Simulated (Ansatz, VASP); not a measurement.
**HfB: VASP beside Ansatz**

The input INCAR:

```
  PREC = Accurate
  ENCUT = 520
  EDIFF = 1E-6
  ISMEAR = -1
  SIGMA = 0.05
  LREAL = False
  LASPH = True
  NELM = 100
  ALGO = Normal
  ISIF = 2
  LWAVE = False
  LCHARG = False
  GGA = PE
  NBANDS = 14
```

Contents of KPOINTS:

```
Automatic mesh
0
Gamma
  15 15 15
```

File POSCAR:

```
HfB
1.0
    0.0000000000      2.3478755842      2.3478755842
    2.3478755842      0.0000000000      2.3478755842
    2.3478755842      2.3478755842      0.0000000000
Hf B
1 1
Direct
    0.5000000000      0.5000000000      0.5000000000
    0.0000000000      0.0000000000      0.0000000000
```

Input for Ansatz:

```yaml
crystal:
  lattice:
    - [0.0, 2.3478755842, 2.3478755842]
    - [2.3478755842, 0.0, 2.3478755842]
    - [2.3478755842, 2.3478755842, 0.0]
  atoms:
    - { symbol: Hf, position: [0.5, 0.5, 0.5] }
    - { symbol: B, position: [0.0, 0.0, 0.0] }
kpoints:
  mp_grid: { grid: [15, 15, 15] }
scf:
  occupations: { method: fermi_dirac, width: 0.05 }
hamiltonian:
  xc: pbe
  pseudopotentials: { kind: all_electron, lapw: { basis_error: 0.00025 } }
output:
  forces: true
  stress: true
  eigenvalues: true
```

Change from the starting cell: volume scaled by 1.05.

Alike in both runs: task single point; functional PBE; k mesh 15 × 15 × 15; occupations fermi-dirac, width 0.05 eV; no spin polarisation.

|  | VASP | Ansatz |
| --- | --- | --- |
| version | VASP 6.6.1 | Ansatz 0.2.0 |
| potentials or method | VASP PAW PBE potentials, release 64 (Hf_pv, B), cutoff 520 eV | all-electron LAPW, scalar-relativistic |

```tsv
	VASP	Ansatz	Ansatz less VASP
pressure (GPa)	18.0	17.5	-0.50
```

Ansatz ran all-electron here, and VASP with PAW potentials.

Neither program's run includes spin-orbit coupling.
